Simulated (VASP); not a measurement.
# Zn (R-3m) in VASP: further runs, part 2 of 2

VASP 6.6.1. Earlier steps stand in the parts before.

## 5. Single point, PBE

This run uses another cell than the first one, of the same volume but with other edges.

Contents of INCAR:

```
ALGO = Fast
EDIFF = 1E-6
ENCUT = 520
GGA = PE
ISIF = 2
ISMEAR = 0
LASPH = True
LCHARG = False
LREAL = False
LWAVE = False
NBANDS = 12
NELM = 100
PREC = Accurate
SIGMA = 0.15
```

Contents of KPOINTS:

```
k-points
0
Gamma
  22 22 22
```

Contents of POSCAR:

```
Zn
1.0
   -0.4618853976      1.6536202402      1.6536202402
    1.6536202402     -0.4618853976      1.6536202402
    1.6536202402      1.6536202402     -0.4618853976
Zn
1
Direct
    0.0000000000      0.0000000000      0.0000000000
```

Potentials or basis: VASP PAW PBE potentials, release 64 (Zn).

Launch:

```sh
cat potpaw_PBE.64/Zn/POTCAR > POTCAR
mpirun -np 1 vasp_std > vasp.out
```

OUTCAR:

```text
EDIFF = 1E-6
   ENCUT = 520
   GGA = PE
   ISIF = 2
   ISMEAR = 0
   LASPH = True
   LREAL = False
   NELM = 100
   PREC = Accurate

 ion  position               nearest neighbor table
   1  0.000  0.000  0.000-

  LATTYP: Found a trigonal (rhomboedric) cell.
 ALAT       =     2.3837487112
 COS(alpha) =     0.2123968732

  Lattice vectors:

 A1 = (  -0.4618853976,   1.6536202402,   1.6536202402)
 A2 = (   1.6536202402,  -0.4618853976,   1.6536202402)
 A3 = (   1.6536202402,   1.6536202402,  -0.4618853976)

Analysis of symmetry for initial positions (statically):
=====================================================================
 Subroutine PRICEL returns:
 Original cell was already a primitive cell.

 Routine SETGRP: Setting up the symmetry group for a
 trigonal (rhombohedral) supercell.

 Subroutine GETGRP returns: Found 12 space group operations
 (whereof 12 operations were pure point group operations)
 out of a pool of 12 trial point group operations.

The static configuration has the point symmetry D_3d.

[... 169 lines left out ...]
      1      -7.4188      2.00000
      2      -4.6768      2.00000
      3      -4.6768      2.00000
      4      -3.0125      2.00000
      5      -3.0076      2.00000
      6      -3.0076      2.00000
      7      20.7367      0.00000
      8      20.7367      0.00000
      9      20.7989      0.00000
     10      23.9042      0.00000
     11      23.9042      0.00000
     12      27.9902      0.00000
[... 331 lines left out ...]
 k-point    24 :      -0.4545    0.0455    0.0000
  band No.  band energies     occupation
      1      -4.9134      2.00000
      2      -4.5682      2.00000
      3      -3.3834      2.00000
      4      -3.1374      2.00000
      5      -3.0181      2.00000
      6      -0.3725      2.00000
      7       2.6427      2.00000
      8      21.3341      0.00000
      9      23.0838      0.00000
     10      26.7168      0.00000
     11      29.2795      0.00000
     12      32.3275      0.00000

 [... further k-points ...]

------------------------ aborting loop because EDIFF is reached ----------------------------------------

  FORCE on cell =-STRESS in cart. coord.  units (eV):
  Direction    XX          YY          ZZ          XY          YZ          ZX
  --------------------------------------------------------------------------------------
  -------------------------------------------------------------------------------------
  Total        2.7881830      2.7881830      2.7881830      0.6654065      0.6654065      0.6654065
  in kB      350.8060049    350.8060049    350.8060049     83.7206911     83.7206911     83.7206911
  external PRESSURE =     350.8060049 kB  Pullay stress =       0.0000000 kB

 VOLUME and BASIS-vectors are now :
 -----------------------------------------------------------------------------
  energy-cutoff  :      520.00
  volume of cell :       12.73
      direct lattice vectors                 reciprocal lattice vectors
    -0.461885398  1.653620240  1.653620240    -0.197983491  0.274716738  0.274716738
     1.653620240 -0.461885398  1.653620240     0.274716738 -0.197983491  0.274716738
     1.653620240  1.653620240 -0.461885398     0.274716738  0.274716738 -0.197983491

 POSITION                                       TOTAL-FORCE (eV/Angst)
 -----------------------------------------------------------------------------------
      0.00000      0.00000      0.00000         0.000000      0.000000     -0.000000
 -----------------------------------------------------------------------------------
    total drift:                                0.000000     -0.000000      0.000000

  FREE ENERGIE OF THE ION-ELECTRON SYSTEM (eV)
  ---------------------------------------------------
  free  energy   TOTEN  =        -0.5862831517 eV

  energy  without entropy=       -0.5832521387  energy(sigma->0) =       -0.58476765
```

OSZICAR:

```text
N       E                     dE             d eps       ncg     rms          rms(c)
DAV:   1     0.419664408324E+02    0.41966E+02   -0.66028E+03 25880   0.168E+03
DAV:   2     0.396118735306E+00   -0.41570E+02   -0.39111E+02 25492   0.218E+02
DAV:   3    -0.740868817467E+00   -0.11370E+01   -0.11354E+01 28488   0.352E+01
DAV:   4    -0.743056464837E+00   -0.21876E-02   -0.21876E-02 26964   0.148E+00
DAV:   5    -0.743057721100E+00   -0.12563E-05   -0.12564E-05 28428   0.349E-02    0.453E+00
RMM:   6    -0.600532314570E+00    0.14253E+00   -0.27751E-01 30393   0.716E+00    0.307E+00
RMM:   7    -0.591216703922E+00    0.93156E-02   -0.93949E-03 31628   0.144E+00    0.151E+00
RMM:   8    -0.586329919327E+00    0.48868E-02   -0.21523E-03 31100   0.419E-01    0.779E-02
RMM:   9    -0.586303424394E+00    0.26495E-04   -0.47588E-04 32161   0.327E-01    0.742E-02
RMM:  10    -0.586282273662E+00    0.21151E-04   -0.52850E-05 32130   0.875E-02    0.871E-03
RMM:  11    -0.586283151733E+00   -0.87807E-06   -0.36629E-06 26816   0.194E-02
   1 F= -.58628315E+00 E0= -.58476765E+00  d E =-.303101E-02
```

stdout:

```text
POSCAR found type information on POSCAR Zn
 POSCAR found :  1 types and       1 ions
 scaLAPACK will be used
 LDA part: xc-table for (Slater+PW92), standard interpolation
 POSCAR, INCAR and KPOINTS ok, starting setup
 FFT: planning ... GRIDC
 FFT: planning ... GRID_SOFT
 FFT: planning ... GRID
 WAVECAR not read
 entering main loop
WARNING in EDDRMM: call to ZHEGV failed, returncode =   8  4     12
WARNING in EDDRMM: call to ZHEGV failed, returncode =   6  3     10
```

It took 40 s on 1 thread of Intel Xeon 6975P-C (Granite Rapids), shared host; peak memory 0.25 GiB.

What came out:

* Free energy: -0.5863 eV
* Pressure: 35.1 GPa
* Band gap on the k mesh: zero (band 6 reaches 7.14 eV, above the bottom of band 7 at 2.06 eV)

Levels at points of the mesh, in eV from the Fermi level:
```
           k point  band 4  band 5  band 6  band 7  band 8  band 9
(0.00, 0.00, 0.00)   -7.29   -7.29   -7.29   16.46   16.46   16.52
(0.50, 0.00, 0.00)   -7.40   -7.29   -4.28   -2.23   18.63   18.76
(0.50, 0.50, 0.00)   -7.44   -6.76   -0.60    3.59    4.28    9.33
(0.50, 0.50, 0.50)   -6.78   -6.78    1.27    6.22   10.63   10.63
```

## 6. Single point, PBE

This run uses another cell than the first one, of the same volume but with other edges.

Contents of INCAR:

```
ALGO     = Fast           # electronic algorithm
EDIFF    = 1E-6           # SCF threshold, eV
ENCUT    = 520            # plane-wave cutoff, eV
GGA      = PE             # functional
ISIF     = 2              # what is computed and relaxed
ISMEAR   = 0              # smearing method
LASPH    = True           # aspherical terms in the spheres
LCHARG   = False          # write CHGCAR
LREAL    = False          # projectors in reciprocal space
LWAVE    = False          # write WAVECAR
NBANDS   = 12             # bands
NELM     = 100            # most SCF steps
PREC     = Accurate       # precision mode
SIGMA    = 0.15           # smearing width, eV
```

KPOINTS is that of step 5.

Contents of POSCAR:

```
Zn
1.0
   -0.2374812085      1.7426289234      1.7426289234
    1.7426289234     -0.2374812085      1.7426289234
    1.7426289234      1.7426289234     -0.2374812085
Zn
1
Direct
    0.0000000000      0.0000000000      0.0000000000
```

Potentials or basis: VASP PAW PBE potentials, release 64 (Zn).

Launch:

```sh
cat potpaw_PBE.64/Zn/POTCAR > POTCAR
mpirun -np 1 vasp_std > vasp.out
```

OUTCAR:

```text
EDIFF = 1E-6
   ENCUT = 520
   GGA = PE
   ISIF = 2
   ISMEAR = 0
   LASPH = True
   LREAL = False
   NELM = 100
   PREC = Accurate

 ion  position               nearest neighbor table
   1  0.000  0.000  0.000-

  LATTYP: Found a trigonal (rhomboedric) cell.
 ALAT       =     2.4758651930
 COS(alpha) =     0.3603760702

  Lattice vectors:

 A1 = (  -0.2374812085,   1.7426289234,   1.7426289234)
 A2 = (   1.7426289234,  -0.2374812085,   1.7426289234)
 A3 = (   1.7426289234,   1.7426289234,  -0.2374812085)

Analysis of symmetry for initial positions (statically):
=====================================================================
 Subroutine PRICEL returns:
 Original cell was already a primitive cell.

 Routine SETGRP: Setting up the symmetry group for a
 trigonal (rhombohedral) supercell.

 Subroutine GETGRP returns: Found 12 space group operations
 (whereof 12 operations were pure point group operations)
 out of a pool of 12 trial point group operations.

The static configuration has the point symmetry D_3d.

Analysis of symmetry for dynamics (positions and initial velocities):
=====================================================================
 Subroutine PRICEL returns:
 Original cell was already a primitive cell.

 Routine SETGRP: Setting up the symmetry group for a
 trigonal (rhombohedral) supercell.

 Subroutine GETGRP returns: Found 12 space group operations
 (whereof 12 operations were pure point group operations)
 out of a pool of 12 trial point group operations.

The dynamic configuration has the point symmetry D_3d.

 Subroutine INISYM returns: Found 12 space group operations
 (whereof 12 operations are pure point group operations),
 and found     1 'primitive' translations

----------------------------------------------------------------------------------------

                                     Primitive cell

  volume of cell :      12.7340
[... 113 lines left out ...]
   LHFCALC =     F    Hartree Fock is set to
   AEXX    =    0.0000 exact exchange contribution
   IVDW    =     0    specifies the selected vdW correction
   LEPSILON=     F    determine dielectric tensor
   LRPA    =     F    only Hartree local field effects (RPA)
 non-spin polarized calculation
 RMM-DIIS sequential band-by-band and
 Gauss-broadening in eV      SIGMA  =   0.15
  energy-cutoff  :      520.00
  volume of cell :       12.73
 maximum number of plane-waves:       354
   NGX =  9   NGY =  9   NGZ =  9

 number of electron      12.0000010 magnetization

 Free energy of the ion-electron system (eV)
  ---------------------------------------------------
  ext. energy  EPLUGINS =         0.00000000
  ---------------------------------------------------
  free energy    TOTEN  =        -0.85873112 eV

  energy without entropy =       -0.85551185  energy(sigma->0) =       -0.85712149

 E-fermi :   4.3204     XC(G=0): -12.5039

 val. band max:        4.3198691836   @ k =  -0.4091   0.5000   0.3182
 cond. band min:       4.3225262298   @ k =  -0.3182   0.4545   0.0909
 fundamental gap:      0.0026570462
 Fermi energy:         4.3203502570

 k-point     1 :       0.0000    0.0000    0.0000
  band No.  band energies     occupation
      1      -7.4154      2.00000
      2      -4.1385      2.00000
      3      -4.1385      2.00000
      4      -3.2924      2.00000
      5      -3.1121      2.00000
      6      -3.1121      2.00000
      7      22.4849      0.00000
      8      22.5509      0.00000
      9      22.5509      0.00000
     10      25.4929      0.00000
     11      25.4929      0.00000
     12      28.9272      0.00000
[... 331 lines left out ...]
 k-point    24 :      -0.4545    0.0455   -0.0000
  band No.  band energies     occupation
      1      -4.8690      2.00000
      2      -4.1619      2.00000
      3      -3.3065      2.00000
      4      -3.1054      2.00000
      5      -2.8349      2.00000
      6       0.0155      2.00000
      7       3.0772      2.00000
      8      20.5656      0.00000
      9      22.1243      0.00000
     10      25.8610      0.00000
     11      27.6411      0.00000
     12      28.6971      0.00000

 [... further k-points ...]

------------------------ aborting loop because EDIFF is reached ----------------------------------------

  FORCE on cell =-STRESS in cart. coord.  units (eV):
  Direction    XX          YY          ZZ          XY          YZ          ZX
  --------------------------------------------------------------------------------------
  -------------------------------------------------------------------------------------
  Total        1.9790047      1.9790047      1.9790047      0.5912369      0.5912369      0.5912369
  in kB      248.9961049    248.9961049    248.9961049     74.3887533     74.3887533     74.3887533
  external PRESSURE =     248.9961049 kB  Pullay stress =       0.0000000 kB

 VOLUME and BASIS-vectors are now :
 -----------------------------------------------------------------------------
  energy-cutoff  :      520.00
  volume of cell :       12.73
      direct lattice vectors                 reciprocal lattice vectors
    -0.237481209  1.742628923  1.742628923    -0.234047294  0.270975121  0.270975121
     1.742628923 -0.237481209  1.742628923     0.270975121 -0.234047294  0.270975121
     1.742628923  1.742628923 -0.237481209     0.270975121  0.270975121 -0.234047294

 POSITION                                       TOTAL-FORCE (eV/Angst)
 -----------------------------------------------------------------------------------
      0.00000      0.00000      0.00000         0.000000      0.000000      0.000000
 -----------------------------------------------------------------------------------
    total drift:                                0.000000     -0.000000      0.000000

  FREE ENERGIE OF THE ION-ELECTRON SYSTEM (eV)
  ---------------------------------------------------
  free  energy   TOTEN  =        -0.8587311231 eV

  energy  without entropy=       -0.8555118543  energy(sigma->0) =       -0.85712149
```

OSZICAR:

```text
N       E                     dE             d eps       ncg     rms          rms(c)
DAV:   1     0.413177833725E+02    0.41318E+02   -0.65941E+03 25956   0.167E+03
DAV:   2     0.104836181547E+00   -0.41213E+02   -0.38630E+02 25520   0.216E+02
DAV:   3    -0.101015193968E+01   -0.11150E+01   -0.11130E+01 28264   0.352E+01
DAV:   4    -0.101221918632E+01   -0.20672E-02   -0.20672E-02 26924   0.143E+00
DAV:   5    -0.101222036506E+01   -0.11787E-05   -0.11790E-05 28148   0.335E-02    0.434E+00
RMM:   6    -0.871213417854E+00    0.14101E+00   -0.29050E-01 30416   0.735E+00    0.301E+00
RMM:   7    -0.863138307263E+00    0.80751E-02   -0.94526E-03 31420   0.145E+00    0.148E+00
RMM:   8    -0.858771704342E+00    0.43666E-02   -0.19409E-03 30470   0.423E-01    0.723E-02
RMM:   9    -0.858751738771E+00    0.19966E-04   -0.46226E-04 32094   0.327E-01    0.758E-02
RMM:  10    -0.858730419541E+00    0.21319E-04   -0.53799E-05 31985   0.881E-02    0.707E-03
RMM:  11    -0.858731123067E+00   -0.70353E-06   -0.37061E-06 25934   0.201E-02
   1 F= -.85873112E+00 E0= -.85712149E+00  d E =-.321927E-02
```

It took 39 s on 1 thread of Intel Xeon 6975P-C (Granite Rapids), shared host; peak memory 0.24 GiB.

What came out:

```yaml
Free_energy: -0.8587 eV
Pressure: 24.9 GPa
Band_gap_on_the_k_mesh: zero (band 6 reaches 6.54 eV, above the bottom of band 7 at 2.58 eV)
```

## 7. Single point, PBE

This run uses another cell than the first one, of the same volume but with other edges.

Contents of INCAR:

```
PREC = Accurate
ENCUT = 520
EDIFF = 1E-7
ISMEAR = 0
SIGMA = 0.15
LREAL = F
LASPH = T
NELM = 80
ALGO = Fast
ISIF = 2
LWAVE = F
LCHARG = F
GGA = PE
NBANDS = 12
```

Contents of KPOINTS:

```
Automatic mesh
0
Gamma
  22 22 22
```

Contents of POSCAR:

```
Zn
1.0
   -0.6757732025      1.5843378427      1.5843378427
    1.5843378427     -0.6757732025      1.5843378427
    1.5843378427      1.5843378427     -0.6757732025
Zn
1
Direct
    0.0000000000      0.0000000000      0.0000000000
```

Potentials or basis: VASP PAW PBE potentials, release 64 (Zn).

Launch:

```sh
cat potpaw_PBE.64/Zn/POTCAR > POTCAR
mpirun -np 1 vasp_std > vasp.out
```

OUTCAR:

```text
PREC = Accurate
   ENCUT = 520
   EDIFF = 1E-7
   ISMEAR = 0
   LREAL = F
   LASPH = T
   NELM = 80
   ISIF = 2
   GGA = PE

 ion  position               nearest neighbor table
   1  0.000  0.000  0.000-

  LATTYP: Found a trigonal (rhomboedric) cell.
 ALAT       =     2.3402825088
 COS(alpha) =     0.0673407928

  Lattice vectors:

 A1 = (  -0.6757732025,   1.5843378427,   1.5843378427)
 A2 = (   1.5843378427,  -0.6757732025,   1.5843378427)
[... 540 lines left out ...]
     11      28.6561      0.00000
     12      29.0383      0.00000

 [... further k-points ...]

------------------------ aborting loop because EDIFF is reached ----------------------------------------

  FORCE on cell =-STRESS in cart. coord.  units (eV):
  Direction    XX          YY          ZZ          XY          YZ          ZX
  --------------------------------------------------------------------------------------
  -------------------------------------------------------------------------------------
  Total        3.3650225      3.3650225      3.3650225      0.2667291      0.2667291      0.2667291
  in kB      423.3832862    423.3832862    423.3832862     33.5595565     33.5595565     33.5595565
  external PRESSURE =     423.3832862 kB  Pullay stress =       0.0000000 kB

 VOLUME and BASIS-vectors are now :
 -----------------------------------------------------------------------------
  energy-cutoff  :      520.00
  volume of cell :       12.73
      direct lattice vectors                 reciprocal lattice vectors
    -0.675773202  1.584337843  1.584337843    -0.161257812  0.281198324  0.281198324
     1.584337843 -0.675773202  1.584337843     0.281198324 -0.161257812  0.281198324
     1.584337843  1.584337843 -0.675773202     0.281198324  0.281198324 -0.161257812

 POSITION                                       TOTAL-FORCE (eV/Angst)
 -----------------------------------------------------------------------------------
      0.00000      0.00000      0.00000        -0.000000     -0.000000      0.000000
 -----------------------------------------------------------------------------------
    total drift:                                0.000000      0.000000      0.000000

  FREE ENERGIE OF THE ION-ELECTRON SYSTEM (eV)
  ---------------------------------------------------
  free  energy   TOTEN  =        -0.3911113665 eV

  energy  without entropy=       -0.3878284492  energy(sigma->0) =       -0.38946991
```

stdout:

```text
POSCAR found type information on POSCAR Zn
 POSCAR found :  1 types and       1 ions
 scaLAPACK will be used
 LDA part: xc-table for (Slater+PW92), standard interpolation
 POSCAR, INCAR and KPOINTS ok, starting setup
 FFT: planning ... GRIDC
 FFT: planning ... GRID_SOFT
 FFT: planning ... GRID
 WAVECAR not read
 entering main loop
WARNING in EDDRMM: call to ZHEGV failed, returncode =   8  4     12
WARNING in EDDRMM: call to ZHEGV failed, returncode =   8  4     11
WARNING in EDDRMM: call to ZHEGV failed, returncode =   8  4     10
WARNING in EDDRMM: call to ZHEGV failed, returncode =   8  4     11
WARNING in EDDRMM: call to ZHEGV failed, returncode =   6  3     11
```

It took 43 s on 1 thread of Intel Xeon 6975P-C (Granite Rapids), shared host; peak memory 0.25 GiB.

Results:

```yaml
Free_energy: -0.3911 eV
Pressure: 42.3 GPa
Band_gap_on_the_k_mesh: zero (band 6 reaches 9.50 eV, above the bottom of band 7 at 1.80 eV)
```

## 8. Summary

```tsv
cell	further INCAR settings	gap on the mesh (eV)	pressure (GPa)
a = 3.814 Å, angles 30.6°, 1 atom	ALGO = Fast; EDIFF = 1e-06; NBANDS = 12	none	148.1
a = 2.340 Å, angles 93.7°, 1 atom	ALGO = Fast; EDIFF = 1e-06; NBANDS = 12	none	42.3
a = 3.087 Å, angles 43.7°, 1 atom	ALGO = Fast; EDIFF = 1e-07; NBANDS = 12	none	45.1
a = 2.384 Å, angles 77.7°, 1 atom	ALGO = Fast; EDIFF = 1e-06; NBANDS = 12	none	35.1
a = 2.476 Å, angles 68.9°, 1 atom	ALGO = Fast; EDIFF = 1e-06; NBANDS = 12	none	24.9
a = 2.340 Å, angles 86.1°, 1 atom	ALGO = Fast; EDIFF = 1e-07; NBANDS = 12	none	42.3
```

Alike in all rows: task single point; level PBE; potentials or basis VASP PAW PBE potentials, release 64 (Zn); no spin polarisation; k mesh 22 × 22 × 22; cutoff (eV) 520; smearing gaussian 0.15 eV.

Absolute energies hang on the potentials; compare differences alone.
